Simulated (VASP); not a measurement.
Write the native input for VASP 6.6.1 that does the following.

```
Task                   : single point
Functional             : PBE
Dispersion             : D3(BJ)
Potentials or basis    : VASP PAW PBE potentials, release 64 (Al)
Cutoff                 : 520 eV
k mesh                 : 24 × 24 × 12
Occupations            : gaussian, width 0.1 eV
Spin                   : no spin polarisation
Dipole correction      : no
Further INCAR settings : ALGO = Fast; EDIFF = 1e-06; NBANDS = 10
```

The structure of Al lies in POSCAR:

```
Al
1.0
    2.7477471727      0.0000000000      0.0000000000
   -1.3738735863      2.4403234173      0.0000000000
    0.0000000000      0.0000000000      4.6997803907
Al
2
Direct
    0.6661600449      0.3324505317      0.7500000000
    0.3338399551      0.6675494683      0.2500000000
```

This cell differs from its parent crystal: uniaxial strain along a: -2.0 %.

One way to write it, as run:

INCAR

```
SYSTEM = Al
PREC = Accurate ; ENCUT = 520
EDIFF = 1E-6 ; ISMEAR = 0
SIGMA = 0.1 ; LREAL = .FALSE.
LASPH = .TRUE. ; NELM = 80
ALGO = Fast ; ISIF = 2
LWAVE = .FALSE. ; LCHARG = .FALSE.
GGA = PE ; IVDW = 12
NBANDS = 10
```

KPOINTS

```
Automatic mesh
0
G
  24 24 12
  0 0 0
```

Potentials or basis: VASP PAW PBE potentials, release 64 (Al).

The run is started by

```sh
$ cat potpaw_PBE.64/Al/POTCAR > POTCAR
$ mpirun -np 1 vasp_std > vasp.out
```

Results of the run:

```yaml
Pressure: 1.0 GPa
Band_gap_on_the_k_mesh: zero (bands 3 and 4 overlap by 7.36 eV)
Dispersion_energy_per_atom: -0.353 eV
```

Caveat: the cell differs from its parent crystal (uniaxial strain along a: -2.0 %).

It took 10 min on 1 thread of Oxide Virtual Turin-like Processor, with other jobs on the host, peak memory 0.55 GiB.
